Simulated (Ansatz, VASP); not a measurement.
**MoS2 in VASP and in Ansatz**

```
Mo S
1.0
     1.54922    0.89444    5.99833
    -1.54922    0.89444    5.99833
     0.00000   -1.78888    5.99833
Mo S
1 2
Direct
  0.00000 0.00000 0.00000
  0.74840 0.74840 0.74840
  0.58490 0.58490 0.58490
```

Change from the starting cell: volume scaled by 0.94, PAW files.

Alike in both runs: task electric field gradients; functional PBE; k mesh 13 × 13 × 13; occupations fermi-dirac, width 0.05 eV; no spin polarisation.

```csv
,VASP,Ansatz
version,VASP 6.6.1,Ansatz 0.2.0
potentials or method,"VASP PAW PBE potentials, release 64 (Mo_sv, S)","PAW with Ansatz's default frozen-core files, scalar-relativistic"
plane-wave cutoff (eV),520,420
valence electrons in the cell,26,26
```

VASP gave:

```
pressure (GPa)                                                : 21.5
traceless stress, the component that is largest in VASP (GPa) : 5.58
rms of the force components (eV/Å)                            : 1.194
size of Vzz on the site where it differs most (V/Å²)          : 100.6
```

Problem. Estimate Ansatz's values.

Solution. Pressure (GPa): 21.7; traceless stress, the component that is largest in VASP (GPa): 5.65; rms of the force components (eV/Å): 1.207; size of Vzz on the site where it differs most (V/Å²): 97.6.

Atom by atom the forces differ by 0.013 eV/Å (rms over components). The functional is the same, so the differences come from potentials, cutoffs and numerics.
